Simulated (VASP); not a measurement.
# LaH3 (Fm-3m) in VASP: further runs

Runs on LaH3. Level: r2SCAN. Tasks: single point.

Program: VASP 6.6.1. These are calculated values, not measurements. Logs are shortened: lines on timing, memory, paths and dates and some standing lists are left out, and cuts for length are marked.

**1. The cell of the first run**

It takes space group Fm-3m (No. 225, cubic). Conventional cell: a = 5.573 Å, b = 5.573 Å, c = 5.573 Å, α = 90.00°, β = 90.00°, γ = 90.00°. La (site symmetry m-3m) has 14 H at 2.41 to 2.79 Å within 3.2 Å. Within 3.2 Å of H (site symmetry m-3m) lie 8 H at 2.41 Å and 6 La at 2.79 Å. H (site symmetry -43m) has 4 La at 2.41 Å and 10 H at 2.41 to 2.79 Å within 3.2 Å.

**2. Single point, r2SCAN**

File POSCAR:

```
LaH3
1.0
    3.9406770000      0.0000000000      0.0000000000
    1.9703385000      3.4127263901      0.0000000000
    1.9703385000      1.1375754634      3.2175492970
La H
1 3
Direct
    0.0000000000      0.0000000000      0.0000000000
    0.5000000000      0.5000000000      0.5000000000
    0.7500000000      0.7500000000      0.7500000000
    0.2500000000      0.2500000000      0.2500000000
```

File INCAR.step1:

```
ALGO = Normal ; EDIFF = 1E-4
ENCUT = 520 ; GGA = PE
ISMEAR = 1 ; LASPH = T
LCHARG = F ; LREAL = F
LWAVE = T ; NBANDS = 15
NELM = 100 ; PREC = Accurate
SIGMA = 0.1
```

File INCAR.step2:

```
ALGO = Normal ; EDIFF = 1E-7
ENCUT = 520 ; ISIF = 2
ISMEAR = 1 ; ISTART = 1
LASPH = T ; LCHARG = F
LMIXTAU = T ; LREAL = F
LWAVE = F ; METAGGA = R2SCAN
NBANDS = 15 ; NELM = 100
PREC = Accurate ; SIGMA = 0.1
```

File KPOINTS:

```
k-points
0
Gamma
  2 2 2
```

Potentials or basis: VASP PAW PBE potentials, release 64 (La, H).

On the command line:

```sh
$ cat potpaw_PBE.64/La/POTCAR potpaw_PBE.64/H/POTCAR > POTCAR
$ cp INCAR.step1 INCAR
$ mpirun -np 1 vasp_std > vasp.out
$ cp INCAR.step2 INCAR
$ mpirun -np 1 vasp_std > vasp.out
```

OUTCAR:

```text
EDIFF = 1E-7
   ENCUT = 520
   ISIF = 2
   ISMEAR = 1
   ISTART = 1
   LASPH = T
   LREAL = F
   METAGGA = R2SCAN
   NELM = 100
   PREC = Accurate

 ion  position               nearest neighbor table
   1  0.000  0.000  0.000-
   2  0.500  0.500  0.500-
   3  0.750  0.750  0.750-
   4  0.250  0.250  0.250-

  LATTYP: Found a face centered cubic cell.
 ALAT       =     5.5729588583

  Lattice vectors:

 A1 = (   3.9406770000,   0.0000000000,   0.0000000000)
 A2 = (   1.9703385000,   3.4127263901,   0.0000000000)
 A3 = (   1.9703385000,   1.1375754634,   3.2175492970)

Analysis of symmetry for initial positions (statically):
=====================================================================
 Subroutine PRICEL returns:
 Original cell was already a primitive cell.

 Routine SETGRP: Setting up the symmetry group for a
 face centered cubic supercell.

 Subroutine GETGRP returns: Found 48 space group operations
 (whereof 48 operations were pure point group operations)
 out of a pool of 48 trial point group operations.

The static configuration has the point symmetry O_h .

Analysis of symmetry for dynamics (positions and initial velocities):
=====================================================================
 Subroutine PRICEL returns:
 Original cell was already a primitive cell.

 Routine SETGRP: Setting up the symmetry group for a
 face centered cubic supercell.

 Subroutine GETGRP returns: Found 48 space group operations
 (whereof 48 operations were pure point group operations)
 out of a pool of 48 trial point group operations.

The dynamic configuration has the point symmetry O_h .

 Subroutine INISYM returns: Found 48 space group operations
 (whereof 48 operations are pure point group operations),
 and found     1 'primitive' translations

----------------------------------------------------------------------------------------

                                     Primitive cell

  volume of cell :      43.2711

  direct lattice vectors                    reciprocal lattice vectors
     3.940677000  0.000000000  0.000000000     0.253763503 -0.146510427 -0.103598516
     1.970338500  3.412726390  0.000000000     0.000000000  0.293020854 -0.103598516
     1.970338500  1.137575463  3.217549297     0.000000000  0.000000000  0.310795549

  length of vectors
     3.940677000  3.940677000  3.940677000     0.310795549  0.310795549  0.310795549

  position of ions in fractional coordinates (direct lattice)
     0.000000000  0.000000000  0.000000000
     0.500000000  0.500000000  0.500000000
     0.750000000  0.750000000  0.750000000
     0.250000000  0.250000000  0.250000000

  ion indices of the primitive-cell ions
   primitive index   ion index
                 1           1
                 2           2
                 3           3
                 4           4

----------------------------------------------------------------------------------------

 KPOINTS: k-points

Automatic generation of k-mesh.
 Grid dimensions read from file:
 generate k-points for:    2    2    2

 Generating k-lattice:

  Cartesian coordinates                     Fractional coordinates (reciprocal lattice)
     0.126881752 -0.073255213 -0.051799258     0.500000000 -0.000000000 -0.000000000
     0.000000000  0.146510427 -0.051799258     0.000000000  0.500000000  0.000000000
     0.000000000  0.000000000  0.155397774     0.000000000  0.000000000  0.500000000

  Length of vectors
     0.155397774  0.155397774  0.155397774

  Shift w.r.t. Gamma in fractional coordinates (k-lattice)
     0.000000000  0.000000000  0.000000000

 Subroutine IBZKPT returns following result:
 ===========================================

 Found      3 irreducible k-points:

 Following reciprocal coordinates:
            Coordinates               Weight
  0.000000  0.000000  0.000000      1.000000
  0.500000  0.000000 -0.000000      4.000000
  0.500000  0.500000  0.000000      3.000000
   k-points           NKPTS =      3   k-points in BZ     NKDIM =      3   number of bands    NBANDS=     15
   number of dos      NEDOS =    301   number of ions     NIONS =      4
   total plane-waves  NPLWV =  27000
   dimension x,y,z NGX =    30 NGY =   30 NGZ =   30
   dimension x,y,z NGXF=    60 NGYF=   60 NGZF=   60
   ions per type =               1   3
   NGX,Y,Z   is equivalent  to a cutoff of  12.66, 12.66, 12.66 a.u.
   NGXF,Y,Z  is equivalent  to a cutoff of  25.31, 25.31, 25.31 a.u.
 SYSTEM =  unknown system
   PREC   = accura    normal or accurate (medium, high low for compatibility)
   ISTART =      1    job   : 0-new  1-cont  2-samecut
   ICHARG =      0    charge: 1-file 2-atom 10-const
   ISPIN  =      1    spin polarized calculation?
   LNONCOLLINEAR =      F non collinear calculations
   LSORBIT =      F    spin-orbit coupling
   LASPH  =      T    aspherical Exc in radial PAW
   ENCUT  =  520.0 eV  38.22 Ry    6.18 a.u.   7.33  7.33  7.33*2*pi/ulx,y,z
   NELM   =    100;   NELMIN=  2; NELMDL=  0     # of ELM steps
   EDIFF  = 0.1E-06   stopping-criterion for ELM
   LREAL  =      F    real-space projection
   EDIFFG = 0.1E-05   stopping-criterion for IOM
   NSW    =      0    number of steps for IOM
   IBRION =     -1    ionic relax: 0-MD 1-quasi-New 2-CG
   NFREE  =      0    steps in history (QN), initial steepest desc. (CG)
   ISIF   =      2    stress and relaxation
   ISYM   =      2    0-nonsym 1-usesym 2-fastsym
   POTIM  = 0.5000    time-step for ionic-motion
   TEBEG  =    0.0;   TEEND  =   0.0 temperature during run
   PSTRESS=    0.0 pullay stress
   NELECT =      14.0000    total number of electrons
   NUPDOWN=      -1.0000    fix difference up-down
   EMIN   =  10.00;   EMAX   =-10.00  energy-range for DOS
   EFERMI =   0.00;   METHOD = LEGACY
   ISMEAR =     1;   SIGMA  =   0.10  broadening in eV -4-tet -1-fermi 0-gaus
   EFERMI_NEDOS =   21; number of points for ismear=-14 and -15
   IALGO  =     38    algorithm
   IMIX   =      4    mixing-type and parameters
     AMIX     =   0.40;   BMIX     =  1.00
     AMIX_MAG =   1.60;   BMIX_MAG =  1.00
  volume/ion in A,a.u.               =      10.82        73.00
  Fermi-wavevector in a.u.,A,eV,Ry     =   1.123876  2.123817 17.185477  1.263097
  Thomas-Fermi vector in A             =   2.260545
   LORBIT       =      0    0 simple, 1 ext, 2 COOP (PROOUT), +10 PAW based schemes
   METAGGA = R2SCAN    functional components
   LHFCALC =     F    Hartree Fock is set to
   AEXX    =    0.0000 exact exchange contribution
   IVDW    =     0    specifies the selected vdW correction
   LEPSILON=     F    determine dielectric tensor
   LRPA    =     F    only Hartree local field effects (RPA)
 non-spin polarized calculation
 Methfessel and Paxton  Order N= 1 SIGMA  =   0.10
  energy-cutoff  :      520.00
  volume of cell :       43.27
 maximum number of plane-waves:      1211
 NGX is ok and might be reduce to    30
   NGX = 15   NGY = 15   NGZ = 15

 number of electron      13.9999998 magnetization

 Free energy of the ion-electron system (eV)
  ---------------------------------------------------
  ext. energy  EPLUGINS =         0.00000000
  ---------------------------------------------------
  free energy    TOTEN  =       -41.78360976 eV

  energy without entropy =      -41.77833953  energy(sigma->0) =      -41.78185302

 E-fermi :   8.1659     XC(G=0): -10.4474

 val. band max:        8.1600997844   @ k =   0.0000   0.0000   0.0000
 cond. band min:       8.2309012899   @ k =   0.5000   0.0000  -0.0000
 fundamental gap:      0.0708015055
 Fermi energy:         8.1658754737

 k-point     1 :       0.0000    0.0000    0.0000
  band No.  band energies     occupation
      1     -26.7802      2.00000
      2      -9.5800      2.00000
      3      -9.5800      2.00000
      4      -9.5800      2.00000
      5      -0.4494      2.00000
      6       4.5938      2.00000
      7       8.1601      1.09758
      8       8.3738     -0.01228
      9       8.3738     -0.01228
     10       8.3738     -0.01228
     11       9.5157     -0.00000
     12       9.5157     -0.00000
     13       9.5157     -0.00000
     14      10.1934      0.00000
     15      10.1934      0.00000

 k-point     2 :       0.5000    0.0000   -0.0000
  band No.  band energies     occupation
      1     -26.6506      2.00000
      2     -10.7273      2.00000
      3      -9.7017      2.00000
      4      -9.7017      2.00000
      5       1.5647      2.00000
      6       3.5277      2.00000
      7       5.5284      2.00000
      8       8.2309      0.11741
      9       8.2309      0.11740
     10       9.6480     -0.00000
     11       9.6480     -0.00000
     12      10.0241     -0.00000
     13      10.0409     -0.00000
     14      10.0409     -0.00000
     15      10.2084      0.00000

 k-point     3 :       0.5000    0.5000    0.0000
  band No.  band energies     occupation
      1     -26.6088      2.00000
      2     -10.6715      2.00000
      3      -9.9191      2.00000
      4      -9.9191      2.00000
      5       1.9469      2.00000
      6       2.2582      2.00000
      7       4.4745      2.00000
      8       9.6285     -0.00000
      9       9.6285     -0.00000
     10       9.7756     -0.00000
     11       9.9417     -0.00000
     12       9.9574     -0.00000
     13       9.9574     -0.00000
     14      10.2292      0.00000
     15      12.5927      0.00000

------------------------ aborting loop because EDIFF is reached ----------------------------------------

  FORCE on cell =-STRESS in cart. coord.  units (eV):
  Direction    XX          YY          ZZ          XY          YZ          ZX
  --------------------------------------------------------------------------------------
  -------------------------------------------------------------------------------------
  Total        1.4422903      1.4422903      1.4422903     -0.0000000      0.0000000      0.0000000
  in kB       53.4030130     53.4030130     53.4030130     -0.0000000      0.0000000      0.0000000
  external PRESSURE =      53.4030130 kB  Pullay stress =       0.0000000 kB

 VOLUME and BASIS-vectors are now :
 -----------------------------------------------------------------------------
  energy-cutoff  :      520.00
  volume of cell :       43.27
      direct lattice vectors                 reciprocal lattice vectors
     3.940677000  0.000000000  0.000000000     0.253763503 -0.146510427 -0.103598516
     1.970338500  3.412726390  0.000000000     0.000000000  0.293020854 -0.103598516
     1.970338500  1.137575463  3.217549297     0.000000000  0.000000000  0.310795549

 POSITION                                       TOTAL-FORCE (eV/Angst)
 -----------------------------------------------------------------------------------
      0.00000      0.00000      0.00000         0.000000     -0.000000     -0.000000
      3.94068      2.27515      1.60877         0.000000     -0.000000     -0.000000
      5.91102      3.41273      2.41316        -0.000000      0.000000     -0.000000
      1.97034      1.13758      0.80439         0.000000     -0.000000      0.000000
 -----------------------------------------------------------------------------------
    total drift:                               -0.000000     -0.000000      0.000000

  FREE ENERGIE OF THE ION-ELECTRON SYSTEM (eV)
  ---------------------------------------------------
  free  energy   TOTEN  =       -41.7836097616 eV

  energy  without entropy=      -41.7783395348  energy(sigma->0) =      -41.78185302
```

It took 41 s on 1 thread of Intel Xeon 6975P-C, shared host; peak memory 0.18 GiB.

What came out:

```yaml
Free_energy: -41.7836 eV
Pressure: 5.3 GPa
Band_gap_on_the_k_mesh: 0.07 eV, indirect (least direct gap 0.21 eV)
```

Caveat: the k points lie up to 0.98 Å⁻¹ apart; the PAW data sets were made with another functional, which shifts forces and pressure a little; spin-orbit coupling is left out, which moves the levels of the heavy elements. A k mesh can miss the band edges.

[end of part 1 of 2]
